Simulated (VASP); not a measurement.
# Zn (C2/m) in VASP: single point with PBEsol

Aim: the single point of Zn with PBEsol.

All numbers are computed with VASP 6.6.1; they aren't measurements. Logs are shortened: lines on timing, memory, paths and dates and some standing lists are left out, and cuts for length are marked.

## 1. The cell of the first run

The typed cell holds 3 atoms: a = 2.752 Å, b = 3.852 Å, c = 4.718 Å, α = 115.98°, β = 106.96°, γ = 90.00°.

## 2. Single point, PBEsol

INCAR

```
  PREC = Accurate
  ENCUT = 520
  EDIFF = 1E-6
  ISMEAR = 0
  SIGMA = 0.1
  LREAL = F
  LASPH = T
  NELM = 80
  ALGO = Fast
  ISIF = 2
  LWAVE = F
  LCHARG = F
  GGA = PS
  NBANDS = 25
```

KPOINTS

```
Automatic mesh
0
Gamma
  14 12 14
```

POSCAR

```
Zn
1.0
    1.3759542651     -2.3832226961      0.0000000000
   -2.6891982461     -1.5526093313      2.2797930647
   -1.3011959569      0.8375692948     -4.4571201839
Zn
3
Direct
    0.3333333333      0.3333333333      0.6666666667
    0.6666666667      0.6666666667      0.3333333333
    0.0000000000      0.0000000000      0.0000000000
```

Potentials or basis: VASP PAW PBE potentials, release 64 (Zn).

Command:

```bash
$ cat potpaw_PBE.64/Zn/POTCAR > POTCAR
$ mpirun -np 1 vasp_std > vasp.out
```

OUTCAR:

```text
PREC = Accurate
   ENCUT = 520
   EDIFF = 1E-6
   ISMEAR = 0
   LREAL = F
   LASPH = T
   NELM = 80
   ISIF = 2
   GGA = PS

 ion  position               nearest neighbor table
   1  0.333  0.333  0.667-   2 2.68   3 2.68   2 2.69   2 2.69   3 2.69   3 2.69   3 2.75   3 2.75
                             2 2.75   2 2.75
   2  0.667  0.667  0.333-   1 2.68   3 2.68   1 2.69   1 2.69   3 2.69   3 2.69   3 2.75   3 2.75
                             1 2.75   1 2.75
   3  0.000  0.000  0.000-   1 2.68   2 2.68   2 2.69   1 2.69   2 2.69   1 2.69   2 2.75   1 2.75
                             1 2.75   2 2.75

  LATTYP: Found a base centered monoclinic cell.
 ALAT       =     8.7822619850
 B/A-ratio  =     0.3133484898
 C/A-ratio  =     0.4386399783
 COS(beta)  =    -0.4065612143

  Lattice vectors:

 A1 = (   3.9903942030,   0.7150400365,   2.1773271192)
 A2 = (   2.6144399379,   3.0982627326,   2.1773271192)
 A3 = (  -2.6891982461,  -1.5526093313,   2.2797930647)

Analysis of symmetry for initial positions (statically):
=====================================================================
 Subroutine PRICEL returns following result:

  LATTYP: Found a base centered monoclinic cell.
 ALAT       =     4.6128534466
 B/A-ratio  =     0.5965740212
 C/A-ratio  =     0.5801633611
 COS(beta)  =    -0.5508593042

  Lattice vectors:

 A1 = (   1.3092279730,   2.3446982530,  -0.0341553147)
 A2 = (   2.6851822381,  -0.0385244426,  -0.0341553154)
 A3 = (  -1.3052119649,  -0.7535644791,  -2.2114824346)

   3 primitive cells build up your supercell.

 Routine SETGRP: Setting up the symmetry group for a
 base centered monoclinic supercell.

 Subroutine GETGRP returns: Found  4 space group operations
 (whereof  4 operations were pure point group operations)
 out of a pool of  4 trial point group operations.

The static configuration has the point symmetry C_2h.

Analysis of symmetry for dynamics (positions and initial velocities):
=====================================================================
 Subroutine PRICEL returns following result:

  LATTYP: Found a base centered monoclinic cell.
 ALAT       =     4.6128534466
 B/A-ratio  =     0.5965740212
 C/A-ratio  =     0.5801633611
 COS(beta)  =    -0.5508593042

  Lattice vectors:

 A1 = (   1.3092279730,   2.3446982530,  -0.0341553147)
 A2 = (   2.6851822381,  -0.0385244426,  -0.0341553154)
 A3 = (  -1.3052119649,  -0.7535644791,  -2.2114824346)

   3 primitive cells build up your supercell.

 Routine SETGRP: Setting up the symmetry group for a
 base centered monoclinic supercell.

 Subroutine GETGRP returns: Found  4 space group operations
 (whereof  4 operations were pure point group operations)
 out of a pool of  4 trial point group operations.

The dynamic configuration has the point symmetry C_2h.

 Subroutine INISYM returns: Found  4 space group operations
 (whereof  4 operations are pure point group operations),
 and found     3 'primitive' translations

----------------------------------------------------------------------------------------

                                     Primitive cell

  volume of cell :      14.1766

  direct lattice vectors                    reciprocal lattice vectors
     1.309227973  2.344698253 -0.034155315     0.004194097  0.422021361 -0.146279477
     2.685182238 -0.038524443 -0.034155315     0.367578269 -0.207378486 -0.146279477
    -1.305211965 -0.753564479 -2.211482435    -0.005741851 -0.003315059 -0.447666932

  length of vectors
     2.685675775  2.685675775  2.676208560     0.446673600  0.446673600  0.447716027

  position of ions in fractional coordinates (direct lattice)
     0.000000000  0.000000000  0.000000000

  ion indices of the primitive-cell ions
   primitive index   ion index
                 1           1

----------------------------------------------------------------------------------------

 KPOINTS: Automatic mesh

Automatic generation of k-mesh.
 Grid dimensions read from file:
 generate k-points for:   14   12   14

 Generating k-lattice:

  Cartesian coordinates                     Fractional coordinates (reciprocal lattice)
     0.008415434 -0.025112768 -0.007175892     0.071428571  0.000000000  0.000000000
    -0.020813516 -0.012016689  0.003818083    -0.000000000  0.083333333  0.000000000
    -0.009125144 -0.005268405 -0.014351784     0.000000000 -0.000000000  0.071428571

  Length of vectors
     0.027440191  0.024334770  0.017804439

  Shift w.r.t. Gamma in fractional coordinates (k-lattice)
     0.000000000  0.000000000  0.000000000

 Subroutine IBZKPT returns following result:
 ===========================================

 Found    639 irreducible k-points:

 Following reciprocal coordinates:
            Coordinates               Weight
  0.000000  0.000000  0.000000      1.000000
  0.071429 -0.000000  0.000000      4.000000
  0.142857  0.000000  0.000000      4.000000
  0.214286  0.000000  0.000000      4.000000
  0.285714  0.000000 -0.000000      4.000000
  0.357143 -0.000000  0.000000      4.000000
[... 16 lines left out ...]
  0.000000  0.166667  0.000000      2.000000
  0.071429  0.166667  0.000000      4.000000
 [... further k-points ...]
   k-points           NKPTS =    639   k-points in BZ     NKDIM =    639   number of bands    NBANDS=     25
   number of dos      NEDOS =    301   number of ions     NIONS =      3
   total plane-waves  NPLWV =  21600
   dimension x,y,z NGX =    20 NGY =   30 NGZ =   36
   dimension x,y,z NGXF=    40 NGYF=   60 NGZF=   72
   ions per type =               3
   NGX,Y,Z   is equivalent  to a cutoff of  12.08, 12.95, 12.68 a.u.
   NGXF,Y,Z  is equivalent  to a cutoff of  24.16, 25.89, 25.37 a.u.
 SYSTEM =  unknown system
   PREC   = accura    normal or accurate (medium, high low for compatibility)
   ISTART =      0    job   : 0-new  1-cont  2-samecut
   ICHARG =      2    charge: 1-file 2-atom 10-const
   ISPIN  =      1    spin polarized calculation?
   LNONCOLLINEAR =      F non collinear calculations
   LSORBIT =      F    spin-orbit coupling
   LASPH  =      T    aspherical Exc in radial PAW
   ENCUT  =  520.0 eV  38.22 Ry    6.18 a.u.   5.12  7.16  8.77*2*pi/ulx,y,z
   NELM   =     80;   NELMIN=  2; NELMDL= -5     # of ELM steps
   EDIFF  = 0.1E-05   stopping-criterion for ELM
   LREAL  =      F    real-space projection
   EDIFFG = 0.1E-04   stopping-criterion for IOM
   NSW    =      0    number of steps for IOM
   IBRION =     -1    ionic relax: 0-MD 1-quasi-New 2-CG
   NFREE  =      0    steps in history (QN), initial steepest desc. (CG)
   ISIF   =      2    stress and relaxation
   ISYM   =      2    0-nonsym 1-usesym 2-fastsym
   POTIM  = 0.5000    time-step for ionic-motion
   TEBEG  =    0.0;   TEEND  =   0.0 temperature during run
   PSTRESS=    0.0 pullay stress
   NELECT =      36.0000    total number of electrons
   NUPDOWN=      -1.0000    fix difference up-down
   EMIN   =  10.00;   EMAX   =-10.00  energy-range for DOS
   EFERMI =   0.00;   METHOD = LEGACY
   ISMEAR =     0;   SIGMA  =   0.10  broadening in eV -4-tet -1-fermi 0-gaus
   EFERMI_NEDOS =   21; number of points for ismear=-14 and -15
   IALGO  =     68    algorithm
   IMIX   =      4    mixing-type and parameters
     AMIX     =   0.40;   BMIX     =  1.00
     AMIX_MAG =   1.60;   BMIX_MAG =  1.00
  volume/ion in A,a.u.               =      14.18        95.67
  Fermi-wavevector in a.u.,A,eV,Ry     =   1.548620  2.926468 32.629824  2.398224
  Thomas-Fermi vector in A             =   2.653544
   LORBIT       =      0    0 simple, 1 ext, 2 COOP (PROOUT), +10 PAW based schemes
   GGA     = PS    functional components
   LHFCALC =     F    Hartree Fock is set to
   AEXX    =    0.0000 exact exchange contribution
   IVDW    =     0    specifies the selected vdW correction
   LEPSILON=     F    determine dielectric tensor
   LRPA    =     F    only Hartree local field effects (RPA)
 non-spin polarized calculation
 RMM-DIIS sequential band-by-band and
 Gauss-broadening in eV      SIGMA  =   0.10
  energy-cutoff  :      520.00
  volume of cell :       42.53
 maximum number of plane-waves:      1161
   NGX = 11   NGY = 15   NGZ = 17

 number of electron      35.9999989 magnetization

 Free energy of the ion-electron system (eV)
  ---------------------------------------------------
  ext. energy  EPLUGINS =         0.00000000
  ---------------------------------------------------
  free energy    TOTEN  =        -4.68329147 eV

  energy without entropy =       -4.67903969  energy(sigma->0) =       -4.68116558

 E-fermi :   3.4051     XC(G=0): -12.0849

 val. band max:        3.3983757439   @ k =   0.3571   0.1667   0.1429
 cond. band min:       3.4061845452   @ k =   0.1429   0.0833   0.0714
 fundamental gap:      0.0078088013
 Fermi energy:         3.4051296289

 k-point     1 :       0.0000    0.0000    0.0000
  band No.  band energies     occupation
      1      -7.5204      2.00000
      2      -4.7830      2.00000
      3      -4.7830      2.00000
      4      -4.5348      2.00000
      5      -4.5348      2.00000
      6      -4.4168      2.00000
[... 17 lines left out ...]
     24      14.5496      0.00000
     25      17.7026      0.00000

 k-point     2 :       0.0714   -0.0000    0.0000
  band No.  band energies     occupation
      1      -7.4034      2.00000
      2      -4.7898      2.00000
      3      -4.7148      2.00000
      4      -4.5910      2.00000
      5      -4.5106      2.00000
      6      -4.4256      2.00000
[... 17 lines left out ...]
     24      13.4061      0.00000
     25      19.1300      0.00000

 k-point     3 :       0.1429    0.0000    0.0000
  band No.  band energies     occupation
      1      -7.0577      2.00000
      2      -4.7705      2.00000
      3      -4.6535      2.00000
      4      -4.6103      2.00000
      5      -4.5528      2.00000
      6      -4.4781      2.00000
[... 17 lines left out ...]
     24      11.4944      0.00000
     25      18.2608      0.00000

 k-point     4 :       0.2143    0.0000    0.0000
  band No.  band energies     occupation
      1      -6.5042      2.00000
      2      -4.7760      2.00000
      3      -4.7633      2.00000
      4      -4.7157      2.00000
      5      -4.5484      2.00000
      6      -4.5175      2.00000
[... 17 lines left out ...]
     24       9.7668      0.00000
     25      16.0441      0.00000

 k-point     5 :       0.2857    0.0000   -0.0000
  band No.  band energies     occupation
      1      -5.8063      2.00000
      2      -4.9175      2.00000
      3      -4.8643      2.00000
      4      -4.7781      2.00000
      5      -4.5820      2.00000
      6      -4.5521      2.00000
[... 17 lines left out ...]
     24       9.8721      0.00000
     25      14.0068      0.00000

 k-point     6 :       0.3571   -0.0000    0.0000
  band No.  band energies     occupation
      1      -5.1481      2.00000
      2      -5.0546      2.00000
      3      -4.9778      2.00000
      4      -4.7577      2.00000
      5      -4.6407      2.00000
      6      -4.6297      2.00000
[... 17 lines left out ...]
     24      10.9566      0.00000
     25      12.1544      0.00000
[... 393 lines left out ...]
 k-point    21 :      -0.1429    0.0833    0.0000
  band No.  band energies     occupation
      1      -7.0297      2.00000
      2      -4.7162      2.00000
      3      -4.6780      2.00000
      4      -4.6199      2.00000
      5      -4.5740      2.00000
      6      -4.4513      2.00000
[... 17 lines left out ...]
     24      11.0876      0.00000
     25      16.8649      0.00000

 k-point    22 :      -0.0714    0.0833    0.0000
  band No.  band energies     occupation
      1      -7.3425      2.00000
      2      -4.7731      2.00000
      3      -4.7414      2.00000
      4      -4.5801      2.00000
      5      -4.5405      2.00000
      6      -4.4228      2.00000
[... 17 lines left out ...]
     24      13.2031      0.00000
     25      19.3473      0.00000

 k-point    23 :       0.0000    0.1667    0.0000
  band No.  band energies     occupation
      1      -7.1521      2.00000
      2      -4.8834      2.00000
      3      -4.8080      2.00000
      4      -4.6343      2.00000
      5      -4.4847      2.00000
      6      -4.4198      2.00000
[... 17 lines left out ...]
     24      15.9285      0.00000
     25      17.3391      0.00000

 k-point    24 :       0.0714    0.1667    0.0000
  band No.  band energies     occupation
      1      -6.9776      2.00000
      2      -4.8712      2.00000
      3      -4.7991      2.00000
      4      -4.6773      2.00000
      5      -4.5090      2.00000
      6      -4.4144      2.00000
[... 17 lines left out ...]
     24      14.7236      0.00000
     25      17.8524      0.00000

 [... further k-points ...]

------------------------ aborting loop because EDIFF is reached ----------------------------------------

  FORCE on cell =-STRESS in cart. coord.  units (eV):
  Direction    XX          YY          ZZ          XY          YZ          ZX
  --------------------------------------------------------------------------------------
  -------------------------------------------------------------------------------------
  Total        0.0326871      0.0071199      0.0426094      0.0221418      0.0024884      0.0043101
  in kB        1.2313862      0.2682202      1.6051797      0.8341262      0.0937444      0.1623704
  external PRESSURE =       1.0349287 kB  Pullay stress =       0.0000000 kB

 VOLUME and BASIS-vectors are now :
 -----------------------------------------------------------------------------
  energy-cutoff  :      520.00
  volume of cell :       42.53
      direct lattice vectors                 reciprocal lattice vectors
     1.375954265 -2.383222696  0.000000000     0.117816074 -0.351578756 -0.100462485
    -2.689198246 -1.552609331  2.279793065    -0.249762194 -0.144200270  0.045816992
    -1.301195957  0.837569295 -4.457120184    -0.127752023 -0.073757665 -0.200924970

 POSITION                                       TOTAL-FORCE (eV/Angst)
 -----------------------------------------------------------------------------------
     -1.30521     -0.75356     -2.21148        -0.000000      0.000000     -0.000000
     -1.30923     -2.34470      0.03416         0.000000     -0.000000      0.000000
      0.00000      0.00000      0.00000        -0.000000      0.000000      0.000000
 -----------------------------------------------------------------------------------
    total drift:                                0.000000     -0.000000     -0.000000

  FREE ENERGIE OF THE ION-ELECTRON SYSTEM (eV)
  ---------------------------------------------------
  free  energy   TOTEN  =        -4.6832914719 eV

  energy  without entropy=       -4.6790396945  energy(sigma->0) =       -4.68116558
```

Wall time 14 min (1 thread of Oxide Virtual Turin-like, shared host); peak memory 0.52 GiB.

What came out:

| Item | Value |
| --- | --- |
| Free energy | -4.6833 eV |
| Pressure | 0.1 GPa |
| Band gap on the k mesh | zero (bands 18 and 19 overlap by 3.34 eV) |

Levels at points of the mesh, in eV from the Fermi level:
| k point | band 16 | band 17 | band 18 | band 19 | band 20 | band 21 |
| --- | --- | --- | --- | --- | --- | --- |
| (0.00, 0.00, 0.00) | -7.13 | -0.44 | -0.44 | 1.97 | 1.97 | 3.71 |
| (0.50, 0.00, 0.00) | -4.37 | -4.37 | -1.16 | 2.02 | 5.62 | 5.62 |
| (0.00, 0.50, 0.00) | -6.59 | -6.59 | -3.28 | -1.41 | 7.97 | 7.97 |
| (0.50, 0.50, 0.00) | -3.30 | -1.46 | -0.19 | -0.19 | 0.25 | 0.25 |
| (0.00, 0.00, 0.50) | -6.88 | -6.88 | -1.22 | 1.93 | 8.22 | 9.17 |
| (0.00, 0.50, 0.50) | -6.65 | -6.65 | -2.93 | -0.71 | 7.10 | 7.10 |

Caveat: the PAW data sets were made with another functional, which shifts forces and pressure a little.
